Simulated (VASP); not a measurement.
Wanted: the native input for a VASP 6.6.1 run.

* Task: single point
* Functional: PBE
* Potentials or basis: VASP PAW PBE potentials, release 64 (Ge_d, W_sv)
* Cutoff: 500 eV
* k mesh: 9 × 9 × 9
* Occupations: fermi-dirac, width 0.05 eV
* Spin: no spin polarisation
* Dipole correction: no
* Further INCAR settings: ALGO = Normal; EDIFF = 1e-06; NBANDS = 21

The structure of GeW lies in POSCAR:

```
GeW
1.0
    0.0000000000      2.5427731620      2.5427731620
    2.5427731620      0.0000000000      2.5427731620
    2.5427731620      2.5427731620      0.0000000000
Ge W
1 1
Direct
    0.5000000000      0.5000000000      0.5000000000
    0.0000000000      0.0000000000      0.0000000000
```

This cell differs from its parent crystal: volume scaled by 0.96.

These files were run (other wordings do the same):

INCAR

```
SYSTEM = GeW
PREC = Accurate
ENCUT = 500
EDIFF = 1E-6
ISMEAR = -1
SIGMA = 0.05
LREAL = .FALSE.
LASPH = .TRUE.
NELM = 120
ALGO = Normal
ISIF = 2
LWAVE = .FALSE.
LCHARG = .FALSE.
GGA = PE
NBANDS = 21
GGA_COMPAT = .FALSE.
```

KPOINTS

```
Automatic mesh
0
G
  9 9 9
  0 0 0
```

Potentials or basis: VASP PAW PBE potentials, release 64 (Ge_d, W_sv).

The run is started by

```bash
$ cat potpaw_PBE.64/Ge_d/POTCAR potpaw_PBE.64/W_sv/POTCAR > POTCAR
$ mpirun -np 1 vasp_std > vasp.out
```

It gave:

| Quantity | Value |
| --- | --- |
| Pressure | 8.2 GPa |
| Band gap on the k mesh | zero (band 14 reaches 10.18 eV, above the bottom of band 15 at 8.35 eV) |

Caveat: spin-orbit coupling is left out, which moves the levels of the heavy elements.

Run time: 10 s on 1 thread of Intel(R) Xeon(R) 6975P-C (Granite Rapids), on a shared host, peak memory 0.16 GiB.
